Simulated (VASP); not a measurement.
A run of VASP 6.6.1 is set up as follows.

INCAR

```
SYSTEM = BaZrO3
  ALGO = Normal
  EDIFF = 1E-6
  ENCUT = 1340
  GGA = PE
  GGA_COMPAT = .FALSE.
  ISIF = 2
  ISMEAR = 0
  LASPH = .TRUE.
  LCHARG = .FALSE.
  LREAL = .FALSE.
  LWAVE = .FALSE.
  NBANDS = 28
  NELM = 120
  PREC = Accurate
  SIGMA = 0.015
```

Contents of KPOINTS:

```
k-points
0
G
  6 6 6
  0 0 0
```

POSCAR

```
BaZrO3
1.0
    4.1913400000      0.0000000000      0.0000000000
    0.0000000000      4.1913400000      0.0000000000
    0.0000000000      0.0000000000      4.1913400000
Ba Zr O
1 1 3
Direct
    0.0000000000      0.0000000000      0.0000000000
    0.5000000000      0.5000000000      0.5000000000
    0.5000000000      0.5000000000      0.0000000000
    0.5000000000      0.0000000000      0.5000000000
    0.0000000000      0.5000000000      0.5000000000
```

Potentials or basis: VASP PAW PBE potentials, release 64 (Ba_sv, Zr_sv, O_h).

Run with:

```console
$ cat potpaw_PBE.64/Ba_sv/POTCAR potpaw_PBE.64/Zr_sv/POTCAR potpaw_PBE.64/O_h/POTCAR > POTCAR
$ mpirun -np 1 vasp_std > vasp.out
```

**Question.** Predict the band gap on the k mesh.

**Answer.** 3.19 eV (least direct gap 3.42 eV).

**Question.** What does it give for the pressure?

**Answer.** 5.0 GPa.

Caveat: the cell stands under pressure; spin-orbit coupling is left out, which moves the levels of the heavy elements. A hybrid or GW would open this gap; PBE tends to underestimate it.
